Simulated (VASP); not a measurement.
Write the native input for VASP 6.6.1 that does the following.

```yaml
Task: relaxation of cell and atoms
Functional: PBEsol
Potentials_or_basis: VASP PAW PBE potentials, release 64 (Mg)
Cutoff: 600 eV
k_mesh: 16 × 16 × 16
Occupations: gaussian, width 0.1 eV
Spin: no spin polarisation
Dipole_correction: no
Further_INCAR_settings: ALGO = Fast; EDIFF = 1e-06; IBRION = 2; EDIFFG = -0.01; NSW = 80; ISIF = 3
```

The structure of Mg lies in POSCAR:

```
Mg
1.0
   -1.7804390424      1.7804390424      1.7804390424
    1.7804390424     -1.7804390424      1.7804390424
    1.7804390424      1.7804390424     -1.7804390424
Mg
1
Direct
    0.0000000000      0.0000000000      0.0000000000
```

These files were run (other wordings do the same):

INCAR

```
  PREC = Accurate
  ENCUT = 600
  EDIFF = 1E-6
  ISMEAR = 0
  SIGMA = 0.1
  LREAL = F
  LASPH = T
  NELM = 80
  ALGO = Fast
  ISIF = 3
  LWAVE = F
  LCHARG = F
  GGA = PS
  IBRION = 2
  NSW = 80
  EDIFFG = -0.01
```

KPOINTS

```
Automatic mesh
0
Gamma
  16 16 16
```

Potentials or basis: VASP PAW PBE potentials, release 64 (Mg).

Launch:

```console
$ cat potpaw_PBE.64/Mg/POTCAR > POTCAR
$ mpirun -np 1 vasp_std > vasp.out
```

It gave:

- Relaxed volume: 22.49 Å³/atom
- Relaxed cell: a = 3.080 Å, b = 3.080 Å, c = 3.080 Å, α = 109.47°, β = 109.47°, γ = 109.47°
- Space group after relaxing (to 0.05 Å): Im-3m (No. 229)
- Energy gained by relaxing: 0.1 meV/atom
- Ionic steps: 2
- Pressure after relaxing: -0.1 GPa
- Band gap on the k mesh: zero (band 1 reaches 6.62 eV, above the bottom of band 2 at 1.81 eV)

Caveat: the PAW data sets were made with another functional, which shifts forces and pressure a little.

Run time: 31 s on 1 thread of Intel(R) Xeon(R) Platinum 8259CL CPU @ 2.50GHz (Skylake/Cascade Lake), with other jobs on the host, peak memory 0.17 GiB.
